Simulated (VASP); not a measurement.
A run of VASP 6.6.1 is set up as follows.

Contents of INCAR:

```
SYSTEM = W
ALGO = Normal ; EDIFF = 1E-6
ENCUT = 520 ; GGA = PE
ISIF = 2 ; ISMEAR = -1
LASPH = .TRUE. ; LCHARG = .TRUE.
LELF = .TRUE. ; LREAL = .FALSE.
LVHAR = .TRUE. ; LWAVE = .FALSE.
NBANDS = 21 ; NELM = 60
PREC = Accurate ; SIGMA = 0.1
```

The input KPOINTS:

```
k-points
0
G
  14 14 14
  0 0 0
```

POSCAR

```
W
1.0
    0.0000000000      2.4317772154      2.4317772154
    2.4317772154      0.0000000000      2.4317772154
    2.4317772154      2.4317772154      0.0000000000
W
2
Direct
   -0.1250000000     -0.1250000000     -0.1250000000
    0.1250000000      0.1250000000      0.1250000000
```

Potentials or basis: VASP PAW PBE potentials, release 64 (W_sv).

Run with:

```console
$ cat potpaw_PBE.64/W_sv/POTCAR > POTCAR
$ mpirun -np 1 vasp_std > vasp.out
```

(1) Estimate the pressure.

(2) Predict the band gap on the k mesh.

Answers

(1) 202.1 GPa.

(2) zero (band 14 reaches 12.69 eV, above the bottom of band 15 at 11.52 eV).

Caveat: spin-orbit coupling is left out, which moves the levels of the heavy elements.
